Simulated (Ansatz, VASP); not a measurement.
Two plane-wave programs on Ni

```
Ni
1.0
    -1.24428    1.24428    1.75946
     1.24428   -1.24428    1.75946
     1.24428    1.24428   -1.75946
Ni
1
Direct
  0.50000 0.50000 0.00000
```

Alike in both runs: functional PBE; k mesh 24 × 24 × 24; occupations gaussian, width 0.1 eV; collinear spin.

Ansatz relaxed the structure, and its values are those at the end. VASP's run is a single point on that final structure, the one shown.

|  | VASP | Ansatz |
| --- | --- | --- |
| version | VASP 6.6.1 | Ansatz 0.2.0 |
| potentials or method | VASP PAW PBE potentials, release 64 (Ni), cutoff 520 eV | scalar-relativistic, plane waves, PAW |
| valence electrons in the cell | 10 | 18 |

Ansatz gave:

| Item | Value |
| --- | --- |
| gap on the k mesh at the Fermi level (eV) | none |
| pressure (GPa) | 0.0 |
| net moment per atom (μB) | 0.65 |
| size of the moment on the site where the two differ most (μB) | 0.69 |

Which values does VASP return?

gap on the k mesh at the Fermi level (eV): none; pressure (GPa): -0.1; net moment per atom (μB): 0.64; size of the moment on the site where the two differ most (μB): 0.65.

Site moments also hang on the region over which each program counts them. A gap of «none» marks a metal or a gap that the smearing closes. With one functional, cell and mesh, what is left measures potentials, basis and numerics. VASP's potentials hold 10 valence electrons a cell and Ansatz's 18, so a difference there can come from the potentials and not from the codes. Ansatz's warnings: structure snapped to symmetry.
